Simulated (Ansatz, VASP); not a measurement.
One calculation of BeZn2O3, two programs

```
Be Zn O
1.0
    -2.28270    2.28270    3.61292
     2.28270   -2.28270    3.61292
     2.28270    2.28270   -3.61292
Be Zn O
1 2 3
Direct
  0.00000 0.00000 0.00000
  0.50000 0.00000 0.50000
  0.00000 0.50000 0.50000
  0.75000 0.25000 0.50000
  0.25000 0.75000 0.50000
  0.50000 0.50000 0.00000
```

Alike in both runs: functional PBE; k mesh 4 × 4 × 4; occupations gaussian, width 0.15 eV; no spin polarisation.

Ansatz relaxed the structure, and its values are those at the end. VASP's run is a single point on that final structure, the one shown.

|  | VASP | Ansatz |
| --- | --- | --- |
| version | VASP 6.6.1 | Ansatz 0.2.0 |
| potentials or method | VASP PAW PBE potentials, release 64 (Be, Zn, O), cutoff 600 eV | scalar-relativistic, plane waves, PAW |
| valence electrons in the cell | 44 | 44 |

```tsv
	VASP	Ansatz	Ansatz less VASP
gap on the k mesh at the Fermi level (eV)	none	none	-
pressure (GPa)	0.8	0.1	-0.69
```

A gap of «none» marks a metal or a gap that the smearing closes.

The k mesh is coarse, so the values compare programs but aren't converged.
